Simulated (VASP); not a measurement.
Set up this calculation in VASP 6.6.1, as the native input.

| Item | Value |
| --- | --- |
| Task | single point |
| Functional | LDA |
| Potentials or basis | VASP PAW LDA potentials, release 64 (Te, Mo_sv) |
| Cutoff | 520 eV |
| k mesh | 6 × 10 × 1 |
| Occupations | tetrahedron |
| Spin | no spin polarisation |
| Dipole correction | no |
| Further INCAR settings | ALGO = Normal; EDIFF = 1e-06; NBANDS = 35 |

The structure of Te2Mo lies in POSCAR:

```
Te2Mo
1.0
    6.3616090156      0.0000000000      0.0000000000
    0.0000000000      3.4804030600      0.0000000000
   -0.0857412231      0.0000000000     36.1758904685
Te Mo
4 2
Direct
    0.0791521300      0.7500000000      0.4434726800
    0.9208478700      0.2500000000      0.5565273200
    0.5707489000      0.2500000000      0.4592964200
    0.4292511000      0.7500000000      0.5407035800
    0.8186524400      0.7500000000      0.5025346300
    0.1813475600      0.2500000000      0.4974653700
```

The input as run:

INCAR

```
ALGO = Normal ; EDIFF = 1E-6
ENCUT = 520 ; GGA = CA
ISIF = 2 ; ISMEAR = -5
LASPH = True ; LCHARG = False
LREAL = False ; LWAVE = False
NBANDS = 35 ; NELM = 80
PREC = Accurate ; SIGMA = 0.1
```

KPOINTS

```
k-points
0
Gamma
  6 10 1
```

Potentials or basis: VASP PAW LDA potentials, release 64 (Te, Mo_sv).

Run with:

```bash
$ cat potpaw_LDA.64/Te/POTCAR potpaw_LDA.64/Mo_sv/POTCAR > POTCAR
$ mpirun -np 1 vasp_std > vasp.out
```

Results of the run:

| Property | Result |
| --- | --- |
| Largest force | 0.433 eV/Å |
| Band gap on the k mesh | zero (band 26 reaches -2.27 eV, above the bottom of band 27 at -2.44 eV) |

Caveat: spin-orbit coupling is left out, which moves the levels of the heavy elements; tetrahedron occupations give inexact forces and stress in metals.

It took 31 min on 1 thread of Intel Xeon 8259CL, with other jobs on the host, peak memory 0.92 GiB.
